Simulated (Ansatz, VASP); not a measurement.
**Two plane-wave programs on Hf**

```
CELL_PARAMETERS angstrom
3.15646 0.00000 0.00000
-1.57823 2.73357 0.00000
0.00000 0.00000 7.84226
ATOMIC_POSITIONS crystal
Hf 0.00000 0.00000 0.00000
Hf 0.66667 0.33333 0.66573
Hf 0.33333 0.66667 0.33427
```

Alike in both runs: functional PBE; k mesh 6 × 6 × 2; occupations gaussian, width 0.1 eV; no spin polarisation.

Ansatz relaxed the structure, and its values are those at the end. VASP's run is a single point on that final structure, the one shown.

|  | VASP | Ansatz |
| --- | --- | --- |
| version | VASP 6.6.1 | Ansatz 0.2.0 |
| potentials or method | VASP PAW PBE potentials, release 64 (Hf_pv), cutoff 520 eV | scalar-relativistic, plane waves, PAW |
| valence electrons in the cell | 30 | 78 |

```csv
,VASP,Ansatz,Ansatz less VASP
gap on the k mesh at the Fermi level (eV),none,none,-
pressure (GPa),-0.7,-0.3,+0.45
rms of the force components (eV/Å),0.016,0.017,+0.0007
```

A gap of «none» marks a metal or a gap that the smearing closes. With one functional, cell and mesh, what is left measures potentials, basis and numerics. VASP's potentials hold 30 valence electrons a cell and Ansatz's 78, so a difference there can come from the potentials and not from the codes.

The k mesh is coarse, so the values compare programs but aren't converged. Spin-orbit coupling is off throughout.
